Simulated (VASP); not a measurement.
TiO2, 6 atoms in the cell. The structure is tetragonal, space group I4_1/amd (No. 141). Conventional cell: a = 4.112 Å, b = 4.112 Å, c = 8.428 Å, α = 90.00°, β = 90.00°, γ = 90.00°. Within 2.2 Å of Ti (site symmetry -4m2) lie 6 O at 1.69 to 2.10 Å. O (site symmetry 2mm) has 3 Ti at 1.69 to 2.10 Å within 2.2 Å.  This cell differs from its parent crystal: atoms shifted along a free coordinate, c/a of the conventional cell at fixed volume 2.0496.

* Program: VASP 6.6.1
* Task: single point
* Functional: PBE
* Potentials or basis: VASP PAW PBE potentials, release 64 (Ti_sv, O)
* Cutoff: 520 eV
* k mesh: 8 × 8 × 8
* Occupations: gaussian, width 0.05 eV
* Spin: no spin polarisation
* Hubbard terms: Ti d U = 4.0 eV
* Dipole correction: no
* Further INCAR settings: ALGO = Normal; EDIFF = 1e-06; NBANDS = 33

Potentials or basis: VASP PAW PBE potentials, release 64 (Ti_sv, O).

Command:

```bash
$ cat potpaw_PBE.64/Ti_sv/POTCAR potpaw_PBE.64/O/POTCAR > POTCAR
$ mpirun -np 1 vasp_std > vasp.out
```

Hardware: 1 thread of Intel Xeon 8259CL, on a shared host.

How long does it take, and how much memory?

Wall time 6.2 min on 1 thread of Intel Xeon 8259CL (shared host), peak memory 0.3 GiB. Counts: scf iterations 16, k points 59.
